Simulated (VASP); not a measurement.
TaN:

```xyz
2
Lattice="0.0000 2.1790 2.1790 2.1790 0.0000 2.1790 2.1790 2.1790 0.0000" Properties=species:S:1:pos:R:3 pbc="T T T"
Ta    2.1790    2.1790    2.1790
N     0.0000    0.0000    0.0000
```

- Program: VASP 6.6.1
- Task: relaxation of cell and atoms
- Functional: r2SCAN
- Potentials or basis: VASP PAW PBE potentials, release 64 (Ta_pv, N)
- Cutoff: 600 eV
- k mesh: 10 × 10 × 10
- Occupations: fermi-dirac, width 0.05 eV
- Spin: no spin polarisation
- Hubbard terms: Ta d U = 5.0 eV

At the start: pressure 28.5 GPa; volume 10.35 Å³/atom.

Problem. Where does the relaxation end?

Solution. Over 16 steps the energy falls by 67.1 meV/atom and the volume is 11.15 Å³/atom (+7.8 %); space group Fm-3m (No. 225, to 0.1 Å) before and after.

The path:
| step | energy change (eV) | largest force (eV/Å) | pressure (GPa) | volume (Å³) |
| --- | --- | --- | --- | --- |
| 1 | 0.0000 | 0.0000 | 28.52 | 20.69 |
| 2 | 0.5028 | 0.0000 | -39.24 | 26.71 |
| 3 | -0.1336 | 0.0000 | -1.56 | 22.41 |
| 4 | -0.1341 | 0.0000 | -0.15 | 22.31 |
| 5 | -0.1341 | 0.0000 | 0.33 | 22.28 |
| 6 | -0.1341 | 0.0000 | 0.33 | 22.28 |
| 7 | -0.1341 | 0.0000 | 0.34 | 22.28 |
| 8 | -0.1341 | 0.0000 | 0.29 | 22.28 |
| 9 | -0.1341 | 0.0000 | 0.28 | 22.28 |
| 10 | -0.1341 | 0.0000 | 0.28 | 22.28 |
| 11 | -0.1341 | 0.0000 | 0.28 | 22.28 |
| 12 | -0.1341 | 0.0000 | 0.28 | 22.28 |
| 13 | -0.1341 | 0.0000 | 0.28 | 22.29 |
| 14 | -0.1341 | 0.0000 | 0.27 | 22.29 |
| 15 | -0.1341 | 0.0000 | 0.21 | 22.29 |
| 16 | -0.1341 | 0.0000 | 0.13 | 22.30 |

Final structure:
```yaml
crystal:
  lattice:
    - [0.00000, 2.23390, 2.23390]
    - [2.23390, 0.00000, 2.23390]
    - [2.23390, 2.23390, 0.00000]
  atoms:
    - { symbol: Ta, position: [0.50000, 0.50000, 0.50000] }
    - { symbol: N, position: [0.00000, 0.00000, 0.00000] }
```

Caveat: the PAW data sets were made with another functional, which shifts forces and pressure a little; U without spin polarisation on a metal has little footing.
